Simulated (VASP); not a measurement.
# MgSe (Fm-3m) in VASP: a series of runs

MgSe is run at these levels: PBE; tasks: single point.

All numbers are computed with VASP 6.6.1; they aren't measurements. Logs are shortened: lines on timing, memory, paths and dates and some standing lists are left out, and cuts for length are marked.

### 1 The cell of the first run

It takes space group Fm-3m (No. 225, cubic). The conventional cell has a = 5.281 Å, b = 5.281 Å, c = 5.281 Å, α = 90.00°, β = 90.00°, γ = 90.00°. Mg (site symmetry m-3m) has 6 Se at 2.64 Å within 3.5 Å. Se (site symmetry m-3m) has 6 Mg at 2.64 Å within 3.5 Å.

### 2 Single point, PBE

Input file INCAR:

```
ALGO = Normal
EDIFF = 1E-6
ENCUT = 600
GGA = PE
GGA_COMPAT = False
ISIF = 2
ISMEAR = 0
LASPH = True
LCHARG = True
LELF = True
LREAL = False
LVHAR = True
LWAVE = False
NBANDS = 11
NELM = 120
PREC = Accurate
SIGMA = 0.01
```

Input file KPOINTS:

```
k-points
0
Gamma
  6 6 6
```

Input file POSCAR:

```
MgSe
1.0
    0.0000000000      2.6404401780      2.6404401780
    2.6404401780      0.0000000000      2.6404401780
    2.6404401780      2.6404401780      0.0000000000
Mg Se
1 1
Direct
    0.0000000000      0.0000000000      0.0000000000
    0.5000000000      0.5000000000      0.5000000000
```

Potentials or basis: VASP PAW PBE potentials, release 64 (Mg, Se).

Started as:

```sh
> cat potpaw_PBE.64/Mg/POTCAR potpaw_PBE.64/Se/POTCAR > POTCAR
> mpirun -np 1 vasp_std > vasp.out
```

OUTCAR:

```text
EDIFF = 1E-6
   ENCUT = 600
   GGA = PE
   ISIF = 2
   ISMEAR = 0
   LASPH = True
   LREAL = False
   NELM = 120
   PREC = Accurate

 ion  position               nearest neighbor table
   1  0.000  0.000  0.000-   2 2.64   2 2.64   2 2.64   2 2.64   2 2.64   2 2.64
   2  0.500  0.500  0.500-   1 2.64   1 2.64   1 2.64   1 2.64   1 2.64   1 2.64

  LATTYP: Found a face centered cubic cell.
 ALAT       =     5.2808803560

  Lattice vectors:

 A1 = (   0.0000000000,   2.6404401780,   2.6404401780)
 A2 = (   2.6404401780,   0.0000000000,   2.6404401780)
 A3 = (   2.6404401780,   2.6404401780,   0.0000000000)

Analysis of symmetry for initial positions (statically):
=====================================================================
 Subroutine PRICEL returns:
 Original cell was already a primitive cell.

 Routine SETGRP: Setting up the symmetry group for a
 face centered cubic supercell.

 Subroutine GETGRP returns: Found 48 space group operations
 (whereof 48 operations were pure point group operations)
 out of a pool of 48 trial point group operations.

The static configuration has the point symmetry O_h .

Analysis of symmetry for dynamics (positions and initial velocities):
=====================================================================
 Subroutine PRICEL returns:
 Original cell was already a primitive cell.

 Routine SETGRP: Setting up the symmetry group for a
 face centered cubic supercell.

 Subroutine GETGRP returns: Found 48 space group operations
 (whereof 48 operations were pure point group operations)
 out of a pool of 48 trial point group operations.

The dynamic configuration has the point symmetry O_h .

 Subroutine INISYM returns: Found 48 space group operations
 (whereof 48 operations are pure point group operations),
 and found     1 'primitive' translations

----------------------------------------------------------------------------------------

                                     Primitive cell

  volume of cell :      36.8179

  direct lattice vectors                    reciprocal lattice vectors
     0.000000000  2.640440178  2.640440178    -0.189362366  0.189362366  0.189362366
     2.640440178  0.000000000  2.640440178     0.189362366 -0.189362366  0.189362366
     2.640440178  2.640440178  0.000000000     0.189362366  0.189362366 -0.189362366

  length of vectors
     3.734146310  3.734146310  3.734146310     0.327985239  0.327985239  0.327985239

  position of ions in fractional coordinates (direct lattice)
     0.000000000  0.000000000  0.000000000
     0.500000000  0.500000000  0.500000000

  ion indices of the primitive-cell ions
   primitive index   ion index
                 1           1
                 2           2

----------------------------------------------------------------------------------------

 KPOINTS: k-points

Automatic generation of k-mesh.
 Grid dimensions read from file:
 generate k-points for:    6    6    6

 Generating k-lattice:

  Cartesian coordinates                     Fractional coordinates (reciprocal lattice)
    -0.031560394  0.031560394  0.031560394     0.166666667  0.000000000  0.000000000
     0.031560394 -0.031560394  0.031560394     0.000000000  0.166666667  0.000000000
     0.031560394  0.031560394 -0.031560394     0.000000000  0.000000000  0.166666667

  Length of vectors
     0.054664207  0.054664207  0.054664207

  Shift w.r.t. Gamma in fractional coordinates (k-lattice)
     0.000000000  0.000000000  0.000000000

 Subroutine IBZKPT returns following result:
 ===========================================

 Found     16 irreducible k-points:

 Following reciprocal coordinates:
            Coordinates               Weight
  0.000000  0.000000  0.000000      1.000000
  0.166667  0.000000  0.000000      8.000000
  0.333333  0.000000  0.000000      8.000000
  0.500000  0.000000  0.000000      4.000000
  0.166667  0.166667  0.000000      6.000000
  0.333333  0.166667  0.000000     24.000000
[... 8 lines left out ...]
 -0.333333  0.333333  0.166667     24.000000
 -0.333333  0.500000  0.166667     12.000000
   k-points           NKPTS =     16   k-points in BZ     NKDIM =     16   number of bands    NBANDS=     11
   number of dos      NEDOS =    301   number of ions     NIONS =      2
   total plane-waves  NPLWV =  27000
   dimension x,y,z NGX =    30 NGY =   30 NGZ =   30
   dimension x,y,z NGXF=    60 NGYF=   60 NGZF=   60
   ions per type =               1   1
   NGX,Y,Z   is equivalent  to a cutoff of  13.36, 13.36, 13.36 a.u.
   NGXF,Y,Z  is equivalent  to a cutoff of  26.71, 26.71, 26.71 a.u.
 SYSTEM =  unknown system
   PREC   = accura    normal or accurate (medium, high low for compatibility)
   ISTART =      0    job   : 0-new  1-cont  2-samecut
   ICHARG =      2    charge: 1-file 2-atom 10-const
   ISPIN  =      1    spin polarized calculation?
   LNONCOLLINEAR =      F non collinear calculations
   LSORBIT =      F    spin-orbit coupling
   LASPH  =      T    aspherical Exc in radial PAW
   ENCUT  =  600.0 eV  44.10 Ry    6.64 a.u.   7.46  7.46  7.46*2*pi/ulx,y,z
   NELM   =    120;   NELMIN=  2; NELMDL= -5     # of ELM steps
   EDIFF  = 0.1E-05   stopping-criterion for ELM
   LREAL  =      F    real-space projection
   EDIFFG = 0.1E-04   stopping-criterion for IOM
   NSW    =      0    number of steps for IOM
   IBRION =     -1    ionic relax: 0-MD 1-quasi-New 2-CG
   NFREE  =      0    steps in history (QN), initial steepest desc. (CG)
   ISIF   =      2    stress and relaxation
   ISYM   =      2    0-nonsym 1-usesym 2-fastsym
   POTIM  = 0.5000    time-step for ionic-motion
   TEBEG  =    0.0;   TEEND  =   0.0 temperature during run
   PSTRESS=    0.0 pullay stress
   NELECT =       8.0000    total number of electrons
   NUPDOWN=      -1.0000    fix difference up-down
   EMIN   =  10.00;   EMAX   =-10.00  energy-range for DOS
   EFERMI =   0.00;   METHOD = LEGACY
   ISMEAR =     0;   SIGMA  =   0.01  broadening in eV -4-tet -1-fermi 0-gaus
   EFERMI_NEDOS =   21; number of points for ismear=-14 and -15
   IALGO  =     38    algorithm
   IMIX   =      4    mixing-type and parameters
     AMIX     =   0.40;   BMIX     =  1.00
     AMIX_MAG =   1.60;   BMIX_MAG =  1.00
  volume/ion in A,a.u.               =      18.41       124.23
  Fermi-wavevector in a.u.,A,eV,Ry     =   0.984204  1.859876 13.179388  0.968658
  Thomas-Fermi vector in A             =   2.115419
   LORBIT       =      0    0 simple, 1 ext, 2 COOP (PROOUT), +10 PAW based schemes
   GGA     = PE    functional components
   LHFCALC =     F    Hartree Fock is set to
   AEXX    =    0.0000 exact exchange contribution
   IVDW    =     0    specifies the selected vdW correction
   LEPSILON=     F    determine dielectric tensor
   LRPA    =     F    only Hartree local field effects (RPA)
 non-spin polarized calculation
 Gauss-broadening in eV      SIGMA  =   0.01
  energy-cutoff  :      600.00
  volume of cell :       36.82
 maximum number of plane-waves:      1247
 NGX is ok and might be reduce to    30
   NGX = 15   NGY = 15   NGZ = 15

 number of electron       7.9999999 magnetization

 Free energy of the ion-electron system (eV)
  ---------------------------------------------------
  ext. energy  EPLUGINS =         0.00000000
  ---------------------------------------------------
  free energy    TOTEN  =        -7.34993226 eV

  energy without entropy =       -7.34993226  energy(sigma->0) =       -7.34993226

 E-fermi :   4.1488     XC(G=0):  -9.8798

 val. band max:        4.0825674854   @ k =   0.0000   0.0000   0.0000
 cond. band min:       6.0387560054   @ k =   0.5000   0.5000   0.0000
 fundamental gap:      1.9561885200
 Fermi energy:         4.1487991303

 k-point     1 :       0.0000    0.0000    0.0000
  band No.  band energies     occupation
      1      -9.4331      2.00000
      2       4.0826      2.00000
      3       4.0826      2.00000
      4       4.0826      2.00000
      5       7.3669      0.00000
      6      11.4378      0.00000
      7      11.4378      0.00000
      8      11.4378      0.00000
      9      14.2133      0.00000
     10      14.2133      0.00000
     11      15.1519      0.00000

 k-point     2 :       0.1667    0.0000    0.0000
  band No.  band energies     occupation
      1      -9.1599      2.00000
      2       2.1223      2.00000
      3       3.8758      2.00000
      4       3.8758      2.00000
      5       8.5185      0.00000
      6      11.3886      0.00000
      7      11.7300      0.00000
      8      11.7300      0.00000
      9      13.1596      0.00000
     10      13.1596      0.00000
     11      15.1441      0.00000

 k-point     3 :       0.3333    0.0000    0.0000
  band No.  band energies     occupation
      1      -8.4957      2.00000
      2      -0.3414      2.00000
      3       3.5277      2.00000
      4       3.5277      2.00000
      5       8.2695      0.00000
      6      10.7470      0.00000
      7      10.7470      0.00000
      8      13.5628      0.00000
      9      14.3652      0.00000
     10      15.1283      0.00000
     11      15.1283      0.00000

 k-point     4 :       0.5000    0.0000    0.0000
  band No.  band energies     occupation
      1      -8.0668      2.00000
      2      -1.4223      2.00000
      3       3.3774      2.00000
      4       3.3774      2.00000
      5       8.0195      0.00000
      6      10.2862      0.00000
      7      10.2862      0.00000
      8      13.4009      0.00000
      9      16.2774      0.00000
     10      18.4390      0.00000
     11      18.4390      0.00000
[... 127 lines left out ...]
 k-point    14 :       0.5000    0.3333    0.1667
  band No.  band energies     occupation
      1      -8.0373      2.00000
      2      -0.1721      2.00000
      3       1.4519      2.00000
      4       2.5611      2.00000
      5       8.7796      0.00000
      6      10.2428      0.00000
      7      10.8938      0.00000
      8      13.9178      0.00000
      9      15.4108      0.00000
     10      17.9616      0.00000
     11      19.0359      0.00000

 k-point    15 :      -0.3333    0.3333    0.1667
  band No.  band energies     occupation
      1      -7.7432      2.00000
      2      -0.4575      2.00000
      3       0.8812      2.00000
      4       2.1357      2.00000
      5       8.9063      0.00000
      6      10.2677      0.00000
      7      12.6889      0.00000
      8      12.7462      0.00000
      9      15.5946      0.00000
     10      17.5035      0.00000
     11      19.8402      0.00000

 k-point    16 :      -0.3333    0.5000    0.1667
  band No.  band energies     occupation
      1      -7.6325      2.00000
      2      -0.2581      2.00000
      3       1.0193      2.00000
      4       1.3951      2.00000
      5       7.9435      0.00000
      6       9.8044      0.00000
      7      12.7306      0.00000
      8      13.9604      0.00000
      9      17.5923      0.00000
     10      18.7901      0.00000
     11      19.4848      0.00000

------------------------ aborting loop because EDIFF is reached ----------------------------------------

  FORCE on cell =-STRESS in cart. coord.  units (eV):
  Direction    XX          YY          ZZ          XY          YZ          ZX
  --------------------------------------------------------------------------------------
  -------------------------------------------------------------------------------------
  Total        2.2754149      2.2754149      2.2754149      0.0000000      0.0000000      0.0000000
  in kB       99.0175512     99.0175512     99.0175512      0.0000000      0.0000000      0.0000000
  external PRESSURE =      99.0175512 kB  Pullay stress =       0.0000000 kB

 VOLUME and BASIS-vectors are now :
 -----------------------------------------------------------------------------
  energy-cutoff  :      600.00
  volume of cell :       36.82
      direct lattice vectors                 reciprocal lattice vectors
     0.000000000  2.640440178  2.640440178    -0.189362366  0.189362366  0.189362366
     2.640440178  0.000000000  2.640440178     0.189362366 -0.189362366  0.189362366
     2.640440178  2.640440178  0.000000000     0.189362366  0.189362366 -0.189362366

 POSITION                                       TOTAL-FORCE (eV/Angst)
 -----------------------------------------------------------------------------------
      0.00000      0.00000      0.00000         0.000000     -0.000000      0.000000
      2.64044      2.64044      2.64044        -0.000000      0.000000     -0.000000
 -----------------------------------------------------------------------------------
    total drift:                               -0.000000     -0.000000      0.000000

  FREE ENERGIE OF THE ION-ELECTRON SYSTEM (eV)
  ---------------------------------------------------
  free  energy   TOTEN  =        -7.3499322587 eV

  energy  without entropy=       -7.3499322587  energy(sigma->0) =       -7.34993226
```

Run time: 12 s. Hardware: 1 thread of Intel Xeon Platinum 8259CL at 2.50GHz (Skylake/Cascade Lake), shared host; peak memory 0.16 GiB.

Results:

| Item | Value |
| --- | --- |
| Free energy | -7.3499 eV |
| Pressure | 9.9 GPa |
| Band gap on the k mesh | 1.96 eV, indirect (least direct gap 3.28 eV) |

A k mesh can miss the band edges.

### 3 Single point, PBE

This run uses another cell than the first one, of 20.91 Å³/atom, 1.136 times its volume.

Input file INCAR:

```
SYSTEM = MgSe
ALGO     = Normal         ! electronic algorithm
EDIFF    = 1E-6           ! SCF threshold, eV
ENCUT    = 600            ! plane-wave cutoff, eV
GGA      = PE             ! functional
GGA_COMPAT= .FALSE.      
ISIF     = 2              ! what is computed and relaxed
ISMEAR   = 0              ! smearing method
LASPH    = .TRUE.         ! aspherical terms in the spheres
LCHARG   = .TRUE.         ! write CHGCAR
LELF     = .TRUE.         ! ELF
LREAL    = .FALSE.        ! projectors in reciprocal space
LVHAR    = .TRUE.       
LWAVE    = .FALSE.        ! write WAVECAR
NBANDS   = 11             ! bands
NELM     = 120            ! most SCF steps
PREC     = Accurate       ! precision mode
SIGMA    = 0.01           ! smearing width, eV
```

Input file KPOINTS:

```
k-points
0
G
  6 6 6
  0 0 0
```

Input file POSCAR:

```
MgSe
1.0
    0.0000000000      2.7549005800      2.7549005800
    2.7549005800      0.0000000000      2.7549005800
    2.7549005800      2.7549005800      0.0000000000
Mg Se
1 1
Direct
    0.0000000000      0.0000000000      0.0000000000
    0.5000000000      0.5000000000      0.5000000000
```

Potentials or basis: VASP PAW PBE potentials, release 64 (Mg, Se).

Started as:

```sh
> cat potpaw_PBE.64/Mg/POTCAR potpaw_PBE.64/Se/POTCAR > POTCAR
> mpirun -np 1 vasp_std > vasp.out
```

It took 11 s on 1 thread of Intel Xeon Platinum 8259CL at 2.50GHz (Skylake/Cascade Lake), shared host; peak memory 0.17 GiB.

The run converged. Its results:

```yaml
Free_energy: -7.4858 eV
Pressure: -0.1 GPa
Band_gap_on_the_k_mesh: 1.74 eV, indirect (least direct gap 2.38 eV)
```

Levels at points of the mesh, in eV from the valence-band top:
| k point | band 1 | band 2 | band 3 | band 4 | band 5 | band 6 | band 7 | band 8 | band 9 |
| --- | --- | --- | --- | --- | --- | --- | --- | --- | --- |
| (0.00, 0.00, 0.00) | -12.77 | 0.00 | 0.00 | 0.00 | 2.38 | 7.42 | 7.42 | 7.42 | 9.91 |
| (0.50, 0.00, 0.00) | -11.72 | -4.78 | -0.55 | -0.55 | 3.79 | 6.05 | 6.05 | 8.37 | 11.23 |
| (0.50, 0.50, 0.00) | -11.42 | -4.10 | -1.71 | -1.71 | 1.74 | 4.05 | 11.44 | 11.88 | 11.88 |

A k mesh can miss the band edges.
